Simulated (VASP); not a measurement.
Wanted: the native input for a VASP 6.6.1 run.

* Task: single point
* Functional: LDA
* Potentials or basis: VASP PAW LDA potentials, release 64 (Ag)
* Cutoff: 520 eV
* k mesh: 15 × 15 × 15
* Occupations: fermi-dirac, width 0.05 eV
* Spin: no spin polarisation
* Dipole correction: no
* Further INCAR settings: ALGO = Normal; EDIFF = 1e-07; NBANDS = 12

The structure of Ag lies in POSCAR:

```
Ag
1.0
    0.0000000000      1.9818070000      2.0431000000
    1.9818070000      0.0000000000      2.0431000000
    1.9818070000      1.9818070000      0.0000000000
Ag
1
Direct
    0.0000000000      0.0000000000      0.0000000000
```

This cell differs from its parent crystal: equal xx and yy strain of -3 %.

One way to write it, as run:

INCAR

```
ALGO = Normal
EDIFF = 1E-7
ENCUT = 520
ISIF = 2
ISMEAR = -1
LASPH = True
LCHARG = False
LREAL = False
LWAVE = False
NBANDS = 12
NELM = 100
PREC = Accurate
SIGMA = 0.05
```

KPOINTS

```
k-points
0
Gamma
  15 15 15
```

Potentials or basis: VASP PAW LDA potentials, release 64 (Ag).

Launch:

```sh
$ cat potpaw_LDA.64/Ag/POTCAR > POTCAR
$ mpirun -np 1 vasp_std > vasp.out
```

It gave:

The pressure is -0.2 GPa.

Caveat: the cell differs from its parent crystal (equal xx and yy strain of -3 %).

Run time: 29 s on 1 thread of AMD EPYC 9R14 (Zen 4) (shared host), peak memory 0.14 GiB.
